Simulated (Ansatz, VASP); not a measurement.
Two plane-wave programs on Cu2IBr

File INCAR:

```
SYSTEM = Cu2IBr
ALGO = Normal
EDIFF = 1E-6
ENCUT = 520
GGA = CA
ISIF = 2
ISMEAR = -1
LASPH = .TRUE.
LCHARG = .FALSE.
LDAU = .TRUE.
LDAUJ = 0 0 0
LDAUL = -1 -1 2
LDAUPRINT = 1
LDAUTYPE = 2
LDAUU = 0 0 8
LMAXMIX = 4
LREAL = .FALSE.
LWAVE = .FALSE.
NBANDS = 26
NELM = 150
PREC = Accurate
SIGMA = 0.05
```

Contents of KPOINTS:

```
k-points
0
G
  8 8 8
  0 0 0
```

Contents of POSCAR:

```
Cu2IBr
1.0
    1.9685310750      1.1365319461      6.3876248825
   -1.9685310750      1.1365319461      6.3876248825
    0.0000000000     -2.2730638921      6.3876248825
I Br Cu
1 1 2
Direct
    0.0000000000      0.0000000000      0.0000000000
    0.5000000000      0.5000000000      0.5000000000
    0.2490310000      0.2490310000      0.2490310000
    0.7509690000      0.7509690000      0.7509690000
```

input.yaml

```yaml
crystal:
  lattice:
    - [1.968531075, 1.1365319461, 6.3876248825]
    - [-1.968531075, 1.1365319461, 6.3876248825]
    - [0.0, -2.2730638921, 6.3876248825]
  atoms:
    - { symbol: I, position: [0.0, 0.0, 0.0] }
    - { symbol: Br, position: [0.5, 0.5, 0.5] }
    - { symbol: Cu, position: [0.249031, 0.249031, 0.249031] }
    - { symbol: Cu, position: [0.750969, 0.750969, 0.750969] }
hamiltonian:
  xc: lda
  pseudopotentials: { kind: paw }
  hubbard: { sites: [{ species: Cu, l: d, u_eff: 8.0 }] }
kpoints:
  mp_grid: { grid: [8, 8, 8] }
  band_path:
    path:
      - [[0.0, 0.0, 0.0], [0.5, 0.0, 0.0], [0.5, 0.1877720492, -0.1877720492]]
      - [[0.8122279508, 0.5, 0.1877720492], [0.5, 0.5, 0.5], [0.0, 0.0, 0.0], [0.3438860246, 0.0, -0.3438860246]]
      - [[0.6561139754, 0.3438860246, 0.0], [0.5, 0.5, 0.0], [0.6561139754, 0.6561139754, 0.1877720492], [0.5, 0.5, 0.5]]
      - [[0.5, 0.0, 0.0], [0.8122279508, 0.3438860246, 0.3438860246]]
    npoints: 14
scf:
  occupations: { method: fermi_dirac, width: 0.05 }
  n_extra_bands: 10
output:
  forces: true
  stress: true
  eigenvalues: true
  fatbands: false
```

Alike in both runs: functional LDA; k mesh 8 × 8 × 8; occupations fermi-dirac, width 0.05 eV; no spin polarisation; Hubbard terms Cu d U = 8.0 eV.

|  | VASP | Ansatz |
| --- | --- | --- |
| version | VASP 6.6.1 | Ansatz 0.2.0 |
| potentials or method | VASP PAW LDA potentials, release 64 (I, Br, Cu) | Ansatz PAW |
| plane-wave cutoff (eV) | 520 | 420 |
| valence electrons in the cell | 36 | 62 |
| task | single point | band structure |

|  | VASP | Ansatz | Ansatz less VASP |
| --- | --- | --- | --- |
| gap on the k mesh at the Fermi level (eV) | 0.96 | 0.77 | -0.193 |
| least direct gap on the mesh (eV) | 1.14 | 0.96 | -0.183 |
| pressure (GPa) | -5.0 | -3.9 | +1.09 |
| traceless stress, the component that is largest in VASP (GPa) | -0.15 | -0.19 | -0.036 |
| rms of the force components (eV/Å) | 0.021 | 0.027 | +0.0057 |

LDA's correlation is that of Perdew and Zunger in VASP and of Perdew and Wang (1992) in Ansatz. The programs project onto different local orbitals, so the same U acts differently, and such runs can settle in different states. Atom by atom the forces differ by 0.006 eV/Å (rms over components). VASP's potentials hold 36 valence electrons a cell and Ansatz's 62, so a difference there can come from the potentials and not from the codes.

Neither program's run includes spin-orbit coupling.
